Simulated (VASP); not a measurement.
BaH:

```xyz
2
Lattice="3.7014 0.0000 0.0000 0.0000 3.7014 0.0000 0.0000 0.0000 3.7014" Properties=species:S:1:pos:R:3 pbc="T T T"
Ba    0.0000    0.0000    0.0000
H     1.8507    1.8507    1.8507
```

The cell was generated, and may not be a known phase.

| Property | Result |
| --- | --- |
| Program | VASP 6.6.1 |
| Task | relaxation of cell and atoms |
| Functional | PBE |
| Potentials or basis | VASP PAW PBE potentials, release 64 (Ba_sv, H_h) |
| Cutoff | 910 eV |
| k mesh | 16 × 16 × 16 |
| Occupations | gaussian, width 0.1 eV |
| Spin | no spin polarisation |

At the start: pressure -1.2 GPa; volume 25.36 Å³/atom.

Task: Where does the relaxation end?

Result: Over 3 steps the energy falls by 7.2 meV/atom and the volume is 23.58 Å³/atom (-7.0 %); space group Pm-3m (No. 221, to 0.1 Å) before and after.

The path:
```
step  energy change (eV)  largest force (eV/Å)  pressure (GPa)  volume (Å³)
   1              0.0000                0.0000           -1.19        50.71
   2             -0.0085                0.0000           -0.80        49.34
   3             -0.0144                0.0000           -0.04        47.15
```

Final structure:
```xyz
2
Lattice="3.6127 0.0000 0.0000 0.0000 3.6127 0.0000 0.0000 0.0000 3.6127" Properties=species:S:1:pos:R:3 pbc="T T T"
Ba    0.0000    0.0000    0.0000
H     1.8063    1.8063    1.8063
```
